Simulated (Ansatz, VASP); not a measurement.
# Two plane-wave programs on SnO2

Contents of INCAR:

```
SYSTEM = SnO2
ALGO = Normal ; EDIFF = 1E-7
ENCUT = 520 ; GGA = PE
ISIF = 2 ; ISMEAR = 0
IVDW = 12 ; LASPH = .TRUE.
LCHARG = .TRUE. ; LELF = .TRUE.
LREAL = .FALSE. ; LVHAR = .TRUE.
LWAVE = .FALSE. ; NBANDS = 35
NELM = 60 ; PREC = Accurate
SIGMA = 0.05
```

KPOINTS

```
k-points
0
G
  12 12 4
  0 0 0
```

POSCAR

```
SnO2
1.0
    3.1651700982      0.0000000000      0.0000000000
   -1.5825850491      2.7411177123      0.0000000000
    0.0000000000      0.0000000000      9.7848068414
Sn O
2 4
Direct
    0.0000000000      0.0000000000      0.5000000000
    0.0000000000      0.0000000000      0.0000000000
    0.6666666667      0.3333333333      0.4017901367
    0.6666666667      0.3333333333      0.0982098633
    0.3333333333      0.6666666667      0.5982098633
    0.3333333333      0.6666666667      0.9017901367
```

Input for Ansatz:

```yaml
crystal:
  lattice:
    - [3.1651700982, 0.0, 0.0]
    - [-1.5825850491, 2.7411177123, 0.0]
    - [0.0, 0.0, 9.7848068414]
  atoms:
    - { symbol: Sn, position: [0.0, 0.0, 0.5] }
    - { symbol: Sn, position: [0.0, 0.0, 0.0] }
    - { symbol: O, position: [0.6666666667, 0.3333333333, 0.4017901367] }
    - { symbol: O, position: [0.6666666667, 0.3333333333, 0.0982098633] }
    - { symbol: O, position: [0.3333333333, 0.6666666667, 0.5982098633] }
    - { symbol: O, position: [0.3333333333, 0.6666666667, 0.9017901367] }
basis:
  ecutwfc: 520.0
kpoints:
  mp_grid: { grid: [12, 12, 4] }
hamiltonian:
  xc: pbe
  dispersion: d3bj
scf:
  occupations: { method: gaussian, width: 0.05 }
output:
  forces: true
  stress: true
  eigenvalues: true
```

Alike in both runs: task single point; functional PBE; dispersion D3(BJ); k mesh 12 × 12 × 4; occupations gaussian, width 0.05 eV; no spin polarisation.

|  | VASP | Ansatz |
| --- | --- | --- |
| version | VASP 6.6.1 | Ansatz 0.2.0 |
| potentials or method | VASP PAW PBE potentials, release 64 (Sn_d, O), cutoff 520 eV | scalar-relativistic, plane waves, PAW |
| valence electrons in the cell | 52 | 52 |

```csv
,VASP,Ansatz,Ansatz less VASP
gap on the k mesh at the Fermi level (eV),2.27,2.29,+0.024
least direct gap on the mesh (eV),2.78,2.79,+0.016
pressure (GPa),11.6,10.9,-0.71
"traceless stress, the component that is largest in VASP (GPa)",-2.28,-1.81,+0.461
rms of the force components (eV/Å),0.528,0.500,-0.0286
```

Atom by atom the forces differ by 0.029 eV/Å (rms over components).
